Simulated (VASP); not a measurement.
## SnO: relaxation of shape and atoms at fixed volume with PBEsol

Crystal: SnO.

```
Sn O
1.0
     3.28212    0.00000    0.00000
     0.00000    5.64737    0.00000
     0.00000    0.00000    3.85483
Sn O
2 2
Direct
  0.00000 0.23379 0.52617
  0.50000 0.76621 0.02617
  0.00000 0.88536 0.72383
  0.50000 0.11464 0.22383
```

This cell differs from its parent crystal: volume scaled by 0.97.

| Property | Result |
| --- | --- |
| Program | VASP 6.6.1 |
| Task | relaxation of shape and atoms at fixed volume |
| Functional | PBEsol |
| Potentials or basis | VASP PAW PBE potentials, release 64 (Sn_d, O) |
| Cutoff | 600 eV |
| k mesh | 8 × 6 × 8 |
| Occupations | gaussian, width 0.02 eV |
| Spin | no spin polarisation |
| Dipole correction | no |
| Further INCAR settings | ALGO = Normal; EDIFF = 1e-06; IBRION = 2; EDIFFG = -0.01; NSW = 50; ISIF = 4 |

The energy gained by relaxing is 5.8 meV/atom, the ionic steps are 15 and the pressure after relaxing is 0.3 GPa. The largest force after relaxing is 0.005 eV/Å and the band gap on the k mesh is 1.15 eV, indirect (least direct gap 1.76 eV).

Forces in eV/Å, atoms in the order of the input:
```
Sn   0.000 -0.004 -0.002
Sn   0.000  0.004 -0.002
O    0.000  0.001  0.002
O    0.000 -0.001  0.002
```

The path:
```csv
step,energy change (eV),largest force (eV/Å),pressure (GPa),volume (Å³)
1,0.0000,0.5608,3.09,71.45
2,-0.0189,0.0747,0.95,71.45
3,-0.0191,0.0727,0.76,71.45
4,-0.0205,0.0663,0.63,71.45
5,-0.0209,0.0575,0.36,71.45
6,-0.0213,0.0593,0.48,71.45
7,-0.0218,0.0302,0.37,71.45
8,-0.0218,0.0312,0.37,71.45
9,-0.0221,0.0282,0.36,71.45
10,-0.0226,0.0183,0.33,71.45
11,-0.0227,0.0209,0.28,71.45
12,-0.0228,0.0180,0.30,71.45
13,-0.0228,0.0350,0.33,71.45
14,-0.0229,0.0112,0.32,71.45
15,-0.0230,0.0048,0.27,71.45
```

Final structure:
```
Sn O
1.0
     3.31996    0.00000    0.00000
     0.00000    5.69507    0.00000
     0.00000    0.00000    3.77896
Sn O
2 2
Direct
  0.00000 0.23661 0.53329
  0.50000 0.76339 0.03329
  0.00000 0.88159 0.71672
  0.50000 0.11841 0.21672
```

Levels at points of the mesh, in eV from the valence-band top:
```csv
k point,band 17,band 18,band 19,band 20,band 21,band 22,band 23,band 24
"(0.00, 0.00, 0.00)",-3.87,-2.74,-2.30,0.00,3.19,3.50,6.39,6.46
"(0.50, 0.00, 0.00)",-2.83,-2.83,-1.31,-1.31,2.44,2.44,5.83,5.83
"(0.00, 0.50, 0.00)",-4.02,-2.78,-1.97,-1.63,3.26,4.63,5.13,5.72
"(0.50, 0.50, 0.00)",-2.81,-2.81,-1.20,-1.20,1.97,1.97,6.37,6.37
"(0.00, 0.00, 0.50)",-3.31,-3.31,-1.45,-1.45,2.40,2.40,5.58,5.58
"(0.50, 0.00, 0.50)",-3.71,-3.71,-1.34,-1.34,2.13,2.13,4.60,4.60
"(0.00, 0.50, 0.50)",-3.16,-3.16,-1.55,-1.55,1.92,1.92,5.93,5.93
"(0.50, 0.50, 0.50)",-3.99,-3.99,-0.54,-0.54,2.31,2.31,4.17,4.17
```

It took 11 min on 1 thread of Intel(R) Xeon(R) 6975P-C (Granite Rapids) (shared host), peak memory 0.31 GiB.

Caveat: the cell differs from its parent crystal (volume scaled by 0.97); the PAW data sets were made with another functional, which shifts forces and pressure a little; spin-orbit coupling is left out, which moves the levels of the heavy elements. A k mesh can miss the band edges.
